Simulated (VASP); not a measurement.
A run of VASP 6.6.1 is set up as follows.

File INCAR:

```
PREC = Accurate
ENCUT = 520
EDIFF = 1E-7
ISMEAR = 0
SIGMA = 0.01
LREAL = F
LASPH = T
NELM = 80
ALGO = Normal
ISIF = 2
LWAVE = F
LCHARG = F
GGA = PE
NBANDS = 20
```

File KPOINTS:

```
regular mesh
0
Gamma
  6 6 4
```

Contents of POSCAR:

```
SnSe2
1.0
    3.8251493298      0.0000000000      0.0000000000
   -1.9125746649      3.3126764929      0.0000000000
    0.0000000000      0.0000000000      6.2270790644
Sn Se
1 2
Direct
    0.0000000000      0.0000000000      0.0000000000
    0.3333333333      0.6666666667      0.2530782229
    0.6666666667      0.3333333333      0.7469217771
```

Potentials or basis: VASP PAW PBE potentials, release 64 (Sn_d, Se).

Run with:

```console
$ cat potpaw_PBE.64/Sn_d/POTCAR potpaw_PBE.64/Se/POTCAR > POTCAR
$ mpirun -np 1 vasp_std > vasp.out
```

**Question.** Estimate the band gap on the k mesh.

**Answer.** 0.79 eV, indirect (least direct gap 1.12 eV).

**Question.** Predict the largest force.

**Answer.** 0.262 eV/Å.

**Question.** What does it give for the pressure?

**Answer.** 3.0 GPa.

Forces on the atoms (eV/Å):
```
Sn   0.000  0.000  0.000
Se   0.000  0.000  0.262
Se   0.000  0.000 -0.262
```

Caveat: spin-orbit coupling is left out, which moves the levels of the heavy elements; this functional lacks dispersion, which binds the layers, so the pressure and a relaxed spacing across them are unreliable. A k mesh can miss the band edges.
